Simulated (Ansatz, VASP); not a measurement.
Two plane-wave programs on WS2

```xyz
3
Lattice="3.1597 0.0000 -0.4740 -1.5799 2.7364 0.2370 -2.5409 0.0000 16.9395" Properties=species:S:1:pos:R:3 pbc="T T T"
W     0.0000    1.8219    0.0000
S    -1.1939    0.9133   15.1502
S     1.8127    0.9133    1.3153
```

Change from the starting cell: engineering shear strain xz -0.3000, normal strain along z +0.0000.

Alike in both runs: functional PBE; dispersion D3(BJ); k mesh 12 × 12 × 2; occupations gaussian, width 0.05 eV; no spin polarisation.

Ansatz relaxed the structure, and its values are those at the end. VASP's run is a single point on that final structure, the one shown.

```csv
,VASP,Ansatz
version,VASP 6.6.1,Ansatz 0.2.0
potentials or method,"VASP PAW PBE potentials, release 64 (W_sv, S), cutoff 520 eV","scalar-relativistic, plane waves, PAW"
valence electrons in the cell,26,26
```

|  | VASP | Ansatz | Ansatz less VASP |
| --- | --- | --- | --- |
| gap on the k mesh at the Fermi level (eV) | 1.84 | 1.84 | -0.003 |
| least direct gap on the mesh (eV) | 1.84 | 1.84 | -0.003 |

Ansatz's warnings: stress scf threshold loose, xc potential rough in thin density.

Spin-orbit coupling is off throughout.
